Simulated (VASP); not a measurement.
# Al2Cu (Fmmm) in VASP: single point with PBE

Aim: the single point of Al2Cu with PBE.

All numbers are computed with VASP 6.6.1; they aren't measurements. Logs are shortened: lines on timing, memory, paths and dates and some standing lists are left out, and cuts for length are marked.

**1. The cell of the first run**

It takes space group Fmmm (No. 69, orthorhombic). Conventional cell: a = 5.706 Å, b = 5.783 Å, c = 5.860 Å, α = 90.00°, β = 90.00°, γ = 90.00°. Al (site symmetry 222) has 4 Cu at 2.50 Å and 6 Al at 2.85 to 2.93 Å within 3.3 Å. Cu (site symmetry mmm) has 8 Al at 2.50 Å within 3.3 Å.

**2. Single point, PBE**

The input, INCAR:

```
PREC     = Accurate       # precision mode
ENCUT    = 520            # plane-wave cutoff, eV
EDIFF    = 1E-6           # SCF threshold, eV
ISMEAR   = 0              # smearing method
SIGMA    = 0.15           # smearing width, eV
LREAL    = False          # projectors in reciprocal space
LASPH    = True           # aspherical terms in the spheres
NELM     = 100            # most SCF steps
ALGO     = Fast           # electronic algorithm
ISIF     = 2              # what is computed and relaxed
LWAVE    = False          # write WAVECAR
LCHARG   = True           # write CHGCAR
GGA      = PE             # functional
LELF     = True           # ELF
LVHAR    = True         
NBANDS   = 16             # bands
```

The input, KPOINTS:

```
Automatic mesh
0
Gamma
  14 14 14
```

The input, POSCAR:

```
Al2Cu
1.0
   -2.0717936686      2.0717936686      2.8914013846
    2.0717936686     -2.0717936686      2.8914013846
    2.0174072958      2.0174072958     -2.8914013846
Al Cu
2 1
Direct
    0.7500000000      0.2500000000      0.5000000000
    0.2500000000      0.7500000000      0.5000000000
    0.5000000000      0.5000000000      0.0000000000
```

Potentials or basis: VASP PAW PBE potentials, release 64 (Al, Cu).

The run is started by

```
$ cat potpaw_PBE.64/Al/POTCAR potpaw_PBE.64/Cu/POTCAR > POTCAR
$ mpirun -np 1 vasp_std > vasp.out
```

OUTCAR:

```text
PREC = Accurate
   ENCUT = 520
   EDIFF = 1E-6
   ISMEAR = 0
   LREAL = False
   LASPH = True
   NELM = 100
   ISIF = 2
   GGA = PE

 ion  position               nearest neighbor table
   1  0.750  0.250  0.500-   3 2.50   3 2.50   3 2.50   3 2.50   2 2.85   2 2.85   2 2.89   2 2.89
                             2 2.93   2 2.93
   2  0.250  0.750  0.500-   3 2.50   3 2.50   3 2.50   3 2.50   1 2.85   1 2.85   1 2.89   1 2.89
                             1 2.93   1 2.93
   3  0.500  0.500  0.000-   2 2.50   1 2.50   1 2.50   2 2.50   1 2.50   2 2.50   2 2.50   1 2.50

  LATTYP: Found a face centered orthorhombic cell.
 ALAT       =     5.7060895171
 B/A-ratio  =     1.0134441025
 C/A-ratio  =     1.0269585487

  Lattice vectors:

 A1 = (  -2.0717936686,   2.0717936686,  -2.8914013846)
 A2 = (  -0.0543863728,   4.0892009644,   0.0000000000)
 A3 = (   2.0174072958,   2.0174072958,  -2.8914013846)

Analysis of symmetry for initial positions (statically):
=====================================================================
 Subroutine PRICEL returns:
 Original cell was already a primitive cell.

 Routine SETGRP: Setting up the symmetry group for a
 face centered orthorhombic supercell.

 Subroutine GETGRP returns: Found  8 space group operations
 (whereof  8 operations were pure point group operations)
 out of a pool of  8 trial point group operations.

The static configuration has the point symmetry D_2h.

Analysis of symmetry for dynamics (positions and initial velocities):
=====================================================================
 Subroutine PRICEL returns:
 Original cell was already a primitive cell.

 Routine SETGRP: Setting up the symmetry group for a
 face centered orthorhombic supercell.

 Subroutine GETGRP returns: Found  8 space group operations
 (whereof  8 operations were pure point group operations)
 out of a pool of  8 trial point group operations.

The dynamic configuration has the point symmetry D_2h.

 Subroutine INISYM returns: Found  8 space group operations
 (whereof  8 operations are pure point group operations),
 and found     1 'primitive' translations

----------------------------------------------------------------------------------------

                                     Primitive cell

  volume of cell :      48.3402

  direct lattice vectors                    reciprocal lattice vectors
    -2.071793669  2.071793669  2.891401385     0.003253045  0.244589818  0.172926527
     2.071793669 -2.071793669  2.891401385     0.244589818  0.003253045  0.172926527
     2.017407296  2.017407296 -2.891401385     0.247842863  0.247842863  0.000000000

  length of vectors
     4.116413485  4.116413485  4.062027371     0.299563592  0.299563592  0.350502738

  position of ions in fractional coordinates (direct lattice)
     0.750000000  0.250000000  0.500000000
     0.250000000  0.750000000  0.500000000
     0.500000000  0.500000000  0.000000000

  ion indices of the primitive-cell ions
   primitive index   ion index
                 1           1
                 2           2
                 3           3

----------------------------------------------------------------------------------------

 KPOINTS: Automatic mesh

Automatic generation of k-mesh.
 Grid dimensions read from file:
 generate k-points for:   14   14   14

 Generating k-lattice:

  Cartesian coordinates                     Fractional coordinates (reciprocal lattice)
     0.000232360  0.017470701  0.012351895     0.071428571  0.000000000  0.000000000
     0.017470701  0.000232360  0.012351895     0.000000000  0.071428571  0.000000000
     0.017703062  0.017703062  0.000000000     0.000000000  0.000000000  0.071428571

  Length of vectors
     0.021397399  0.021397399  0.025035910

  Shift w.r.t. Gamma in fractional coordinates (k-lattice)
     0.000000000  0.000000000  0.000000000

 Subroutine IBZKPT returns following result:
 ===========================================

 Found    428 irreducible k-points:

 Following reciprocal coordinates:
            Coordinates               Weight
  0.000000  0.000000  0.000000      1.000000
  0.071429  0.000000  0.000000      8.000000
  0.142857 -0.000000  0.000000      8.000000
  0.214286 -0.000000  0.000000      8.000000
  0.285714 -0.000000  0.000000      8.000000
  0.357143 -0.000000  0.000000      8.000000
[... 16 lines left out ...]
  0.214286  0.142857  0.000000      8.000000
  0.285714  0.142857  0.000000      8.000000
 [... further k-points ...]
   k-points           NKPTS =    428   k-points in BZ     NKDIM =    428   number of bands    NBANDS=     16
   number of dos      NEDOS =    301   number of ions     NIONS =      3
   total plane-waves  NPLWV =  30720
   dimension x,y,z NGX =    32 NGY =   32 NGZ =   30
   dimension x,y,z NGXF=    64 NGYF=   64 NGZF=   60
   ions per type =               2   1
   NGX,Y,Z   is equivalent  to a cutoff of  12.92, 12.92, 12.28 a.u.
   NGXF,Y,Z  is equivalent  to a cutoff of  25.85, 25.85, 24.56 a.u.
 SYSTEM =  unknown system
   PREC   = accura    normal or accurate (medium, high low for compatibility)
   ISTART =      0    job   : 0-new  1-cont  2-samecut
   ICHARG =      2    charge: 1-file 2-atom 10-const
   ISPIN  =      1    spin polarized calculation?
   LNONCOLLINEAR =      F non collinear calculations
   LSORBIT =      F    spin-orbit coupling
   LASPH  =      T    aspherical Exc in radial PAW
   ENCUT  =  520.0 eV  38.22 Ry    6.18 a.u.   7.65  7.65  7.55*2*pi/ulx,y,z
   NELM   =    100;   NELMIN=  2; NELMDL= -5     # of ELM steps
   EDIFF  = 0.1E-05   stopping-criterion for ELM
   LREAL  =      F    real-space projection
   EDIFFG = 0.1E-04   stopping-criterion for IOM
   NSW    =      0    number of steps for IOM
   IBRION =     -1    ionic relax: 0-MD 1-quasi-New 2-CG
   NFREE  =      0    steps in history (QN), initial steepest desc. (CG)
   ISIF   =      2    stress and relaxation
   ISYM   =      2    0-nonsym 1-usesym 2-fastsym
   POTIM  = 0.5000    time-step for ionic-motion
   TEBEG  =    0.0;   TEEND  =   0.0 temperature during run
   PSTRESS=    0.0 pullay stress
   NELECT =      17.0000    total number of electrons
   NUPDOWN=      -1.0000    fix difference up-down
   EMIN   =  10.00;   EMAX   =-10.00  energy-range for DOS
   EFERMI =   0.00;   METHOD = LEGACY
   ISMEAR =     0;   SIGMA  =   0.15  broadening in eV -4-tet -1-fermi 0-gaus
   EFERMI_NEDOS =   21; number of points for ismear=-14 and -15
   IALGO  =     68    algorithm
   IMIX   =      4    mixing-type and parameters
     AMIX     =   0.40;   BMIX     =  1.00
     AMIX_MAG =   1.60;   BMIX_MAG =  1.00
  volume/ion in A,a.u.               =      16.11       108.74
  Fermi-wavevector in a.u.,A,eV,Ry     =   1.155549  2.183671 18.167767  1.335293
  Thomas-Fermi vector in A             =   2.292176
   LORBIT       =      0    0 simple, 1 ext, 2 COOP (PROOUT), +10 PAW based schemes
   GGA     = PE    functional components
   LHFCALC =     F    Hartree Fock is set to
   AEXX    =    0.0000 exact exchange contribution
   IVDW    =     0    specifies the selected vdW correction
   LEPSILON=     F    determine dielectric tensor
   LRPA    =     F    only Hartree local field effects (RPA)
 non-spin polarized calculation
 RMM-DIIS sequential band-by-band and
 Gauss-broadening in eV      SIGMA  =   0.15
  energy-cutoff  :      520.00
  volume of cell :       48.34
 maximum number of plane-waves:      1320
   NGX = 15   NGY = 15   NGZ = 15

 number of electron      17.0000004 magnetization

 Free energy of the ion-electron system (eV)
  ---------------------------------------------------
  ext. energy  EPLUGINS =         0.00000000
  ---------------------------------------------------
  free energy    TOTEN  =       -11.74746054 eV

  energy without entropy =      -11.73711895  energy(sigma->0) =      -11.74228975

 E-fermi :   6.9042     XC(G=0): -10.4066

 val. band max:        6.9002556247   @ k =   0.2857   0.0714   0.0000
 cond. band min:       6.9134688578   @ k =  -0.2143  -0.3571   0.0714
 fundamental gap:      0.0132132331
 Fermi energy:         6.9042138727

 k-point     1 :       0.0000    0.0000    0.0000
  band No.  band energies     occupation
      1      -3.2210      2.00000
      2       2.3905      2.00000
      3       2.4037      2.00000
      4       2.4159      2.00000
      5       2.9331      2.00000
      6       2.9696      2.00000
[... 8 lines left out ...]
     15      13.7886      0.00000
     16      14.2220      0.00000

 k-point     2 :       0.0714    0.0000    0.0000
  band No.  band energies     occupation
      1      -3.1533      2.00000
      2       2.3769      2.00000
      3       2.4089      2.00000
      4       2.4226      2.00000
      5       2.9307      2.00000
      6       2.9665      2.00000
[... 8 lines left out ...]
     15      13.1785      0.00000
     16      13.7167      0.00000

 k-point     3 :       0.1429   -0.0000    0.0000
  band No.  band energies     occupation
      1      -2.9508      2.00000
      2       2.3093      2.00000
      3       2.4373      2.00000
      4       2.4494      2.00000
      5       2.9261      2.00000
      6       2.9597      2.00000
[... 8 lines left out ...]
     15      12.7706      0.00000
     16      13.3640      0.00000

 k-point     4 :       0.2143   -0.0000    0.0000
  band No.  band energies     occupation
      1      -2.6163      2.00000
      2       2.1839      2.00000
      3       2.4768      2.00000
      4       2.4847      2.00000
      5       2.9271      2.00000
      6       2.9557      2.00000
[... 8 lines left out ...]
     15      12.7913      0.00000
     16      14.0167      0.00000

 k-point     5 :       0.2857   -0.0000    0.0000
  band No.  band energies     occupation
      1      -2.1553      2.00000
      2       1.9644      2.00000
      3       2.5139      2.00000
      4       2.5150      2.00000
      5       2.9420      2.00000
      6       2.9621      2.00000
[... 8 lines left out ...]
     15      13.6357      0.00000
     16      15.0575      0.00000

 k-point     6 :       0.3571   -0.0000    0.0000
  band No.  band energies     occupation
      1      -1.5799      2.00000
      2       1.5551      2.00000
      3       2.5318      2.00000
      4       2.5387      2.00000
      5       2.9706      2.00000
      6       2.9807      2.00000
[... 8 lines left out ...]
     15      14.7236      0.00000
     16      16.1739      0.00000
[... 267 lines left out ...]
 k-point    21 :      -0.0714    0.0714    0.0000
  band No.  band energies     occupation
      1      -3.1331      2.00000
      2       2.3896      2.00000
      3       2.4044      2.00000
      4       2.4182      2.00000
      5       2.9180      2.00000
      6       2.9756      2.00000
[... 8 lines left out ...]
     15      13.8934      0.00000
     16      14.3213      0.00000

 k-point    22 :       0.1429    0.1429    0.0000
  band No.  band energies     occupation
      1      -2.4951      2.00000
      2       2.1546      2.00000
      3       2.4817      2.00000
      4       2.5065      2.00000
      5       2.9065      2.00000
      6       2.9718      2.00000
[... 8 lines left out ...]
     15      13.8124      0.00000
     16      15.4060      0.00000

 k-point    23 :       0.2143    0.1429    0.0000
  band No.  band energies     occupation
      1      -2.0726      2.00000
      2       2.0046      2.00000
      3       2.4883      2.00000
      4       2.5561      2.00000
      5       2.8940      2.00000
      6       2.9965      2.00000
[... 8 lines left out ...]
     15      13.8729      0.00000
     16      16.5074      0.00000

 k-point    24 :       0.2857    0.1429    0.0000
  band No.  band energies     occupation
      1      -1.5312      2.00000
      2       1.7335      2.00000
      3       2.4842      2.00000
      4       2.5950      2.00000
      5       2.9048      2.00000
      6       3.0200      2.00000
[... 8 lines left out ...]
     15      13.9817      0.00000
     16      17.4504      0.00000

 [... further k-points ...]

------------------------ aborting loop because EDIFF is reached ----------------------------------------

  FORCE on cell =-STRESS in cart. coord.  units (eV):
  Direction    XX          YY          ZZ          XY          YZ          ZX
  --------------------------------------------------------------------------------------
  -------------------------------------------------------------------------------------
  Total        0.0896910      0.0896910      0.0525698      0.3539679      0.0000000     -0.0000000
  in kB        2.9727001      2.9727001      1.7423609     11.7318351      0.0000000     -0.0000000
  external PRESSURE =       2.5625870 kB  Pullay stress =       0.0000000 kB

 VOLUME and BASIS-vectors are now :
 -----------------------------------------------------------------------------
  energy-cutoff  :      520.00
  volume of cell :       48.34
      direct lattice vectors                 reciprocal lattice vectors
    -2.071793669  2.071793669  2.891401385     0.003253045  0.244589818  0.172926527
     2.071793669 -2.071793669  2.891401385     0.244589818  0.003253045  0.172926527
     2.017407296  2.017407296 -2.891401385     0.247842863  0.247842863  0.000000000

 POSITION                                       TOTAL-FORCE (eV/Angst)
 -----------------------------------------------------------------------------------
     -0.02719      2.04460      1.44570        -0.000000      0.000000     -0.000000
      2.04460     -0.02719      1.44570        -0.000000      0.000000      0.000000
      0.00000      0.00000      2.89140         0.000000     -0.000000     -0.000000
 -----------------------------------------------------------------------------------
    total drift:                               -0.000000      0.000000     -0.000000

  FREE ENERGIE OF THE ION-ELECTRON SYSTEM (eV)
  ---------------------------------------------------
  free  energy   TOTEN  =       -11.7474605419 eV

  energy  without entropy=      -11.7371189517  energy(sigma->0) =      -11.74228975
```

Run time: 8.5 min. Hardware: 1 thread of Intel Xeon Platinum 8259CL at 2.50GHz (Skylake/Cascade Lake), shared host; peak memory 0.43 GiB.

Results:

- Free energy: -11.7475 eV
- Pressure: 0.3 GPa
- Band gap on the k mesh: zero (an odd number of electrons rules out a gap without spin polarisation)

Caveat: the cell differs from its parent crystal (strain +e along x and -e along y -0.0133, strain +e along z and -e/2 along x and y +0.0000).
